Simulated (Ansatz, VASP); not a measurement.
## One calculation of Pt, two programs

INCAR

```
ALGO     = Normal         # electronic algorithm
EDIFF    = 1E-7           # SCF threshold, eV
ENCUT    = 520            # plane-wave cutoff, eV
GGA      = PS             # functional
ISIF     = 2              # what is computed and relaxed
ISMEAR   = 0              # smearing method
LASPH    = T              # aspherical terms in the spheres
LCHARG   = T              # write CHGCAR
LELF     = T              # ELF
LREAL    = F              # projectors in reciprocal space
LVHAR    = T            
LWAVE    = F              # write WAVECAR
NBANDS   = 11             # bands
NELM     = 60             # most SCF steps
PREC     = Accurate       # precision mode
SIGMA    = 0.15           # smearing width, eV
```

File KPOINTS:

```
k-points
0
Gamma
  20 20 20
```

The input POSCAR:

```
Pt
1.0
    0.0000000000      1.9579000000      1.8600050000
    1.9579000000      0.0000000000      1.8600050000
    1.9579000000      1.9579000000      0.0000000000
Pt
1
Direct
    0.0000000000      0.0000000000      0.0000000000
```

Input for Ansatz:

```yaml
crystal:
  lattice:
    - [0.0, 1.9579, 1.860005]
    - [1.9579, 0.0, 1.860005]
    - [1.9579, 1.9579, 0.0]
  atoms:
    - { symbol: Pt, position: [0.0, 0.0, 0.0] }
basis:
  ecutwfc: 420
kpoints:
  mp_grid: { grid: [20, 20, 20] }
hamiltonian:
  xc: pbesol
scf:
  occupations: { method: gaussian, width: 0.15 }
output:
  forces: true
  stress: true
  eigenvalues: true
```

Change from the starting cell: strain +0.000 along x and y, -0.050 along z, atoms carried along.

Alike in both runs: task single point; functional PBEsol; k mesh 20 × 20 × 20; occupations gaussian, width 0.15 eV; no spin polarisation.

```csv
,VASP,Ansatz
version,VASP 6.6.1,Ansatz 0.2.0
potentials or method,"VASP PAW PBE potentials, release 64 (Pt), cutoff 520 eV","scalar-relativistic, plane waves, PAW"
valence electrons in the cell,10,18
```

Ansatz gave:

```
gap on the k mesh at the Fermi level (eV)                     : none
pressure (GPa)                                                : 18.0
traceless stress, the component that is largest in VASP (GPa) : 3.40
```

**Question.** Which values does VASP return?

**Answer.** gap on the k mesh at the Fermi level (eV): none; pressure (GPa): 17.6; traceless stress, the component that is largest in VASP (GPa): 3.40.

VASP's potentials were made for PBE, not for PBEsol. A gap of «none» marks a metal or a gap that the smearing closes. VASP's potentials hold 10 valence electrons a cell and Ansatz's 18, so a difference there can come from the potentials and not from the codes.

Neither program's run includes spin-orbit coupling.
